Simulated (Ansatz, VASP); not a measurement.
## One calculation of SiGe, two programs

The input INCAR:

```
SYSTEM = SiGe
PREC = Accurate
ENCUT = 520
EDIFF = 1E-7
ISMEAR = 0
SIGMA = 0.03
LREAL = .FALSE.
LASPH = .TRUE.
NELM = 80
ALGO = Normal
ISIF = 2
LWAVE = .FALSE.
LCHARG = .FALSE.
GGA = CA
NBANDS = 26
```

Contents of KPOINTS:

```
Automatic mesh
0
G
  12 12 6
  0 0 0
```

The input POSCAR:

```
SiGe
1.0
    3.8694935620      0.0000000000      0.0000000000
   -1.9347467810      3.3510797245      0.0000000000
    0.0000000000      0.0000000000      6.3947485195
Si Ge
2 2
Direct
    0.6666666667      0.3333333333      0.8745031008
    0.3333333333      0.6666666667      0.3745031008
    0.6666666667      0.3333333333      0.5004958992
    0.3333333333      0.6666666667      0.0004958992
```

Input for Ansatz:

```yaml
crystal:
  lattice:
    - [3.869493562, 0.0, 0.0]
    - [-1.934746781, 3.3510797245, 0.0]
    - [0.0, 0.0, 6.3947485195]
  atoms:
    - { symbol: Si, position: [0.6666666667, 0.3333333333, 0.8745031008] }
    - { symbol: Si, position: [0.3333333333, 0.6666666667, 0.3745031008] }
    - { symbol: Ge, position: [0.6666666667, 0.3333333333, 0.5004958992] }
    - { symbol: Ge, position: [0.3333333333, 0.6666666667, 0.0004958992] }
basis:
  ecutwfc: 420
kpoints:
  mp_grid: { grid: [12, 12, 6] }
hamiltonian:
  xc: lda
  pseudopotentials: { kind: paw, azcp: { folder: soft_1 } }
scf:
  occupations: { method: gaussian, width: 0.03 }
output:
  forces: true
  stress: true
  eigenvalues: true
  write_density: true
  write_potential: true
  elf: true
  volumetric_format: npy
```

Alike in both runs: task single point; functional LDA; k mesh 12 × 12 × 6; occupations gaussian, width 0.03 eV; no spin polarisation.

```csv
,VASP,Ansatz
version,VASP 6.6.1,Ansatz 0.2.0
potentials or method,"VASP PAW LDA potentials, release 64 (Si, Ge_d), cutoff 520 eV","scalar-relativistic, plane waves, PAW"
valence electrons in the cell,36,36
```

VASP gave:

* gap on the k mesh at the Fermi level (eV): 0.32
* least direct gap on the mesh (eV): 0.44
* pressure (GPa): 0.1

Task: Which values does Ansatz return?

Result: gap on the k mesh at the Fermi level (eV): 0.32; least direct gap on the mesh (eV): 0.43; pressure (GPa): 0.0.

Ansatz warns that its potentials were made for another functional, while VASP's fit it. LDA's correlation is that of Perdew and Zunger in VASP and of Perdew and Wang (1992) in Ansatz.
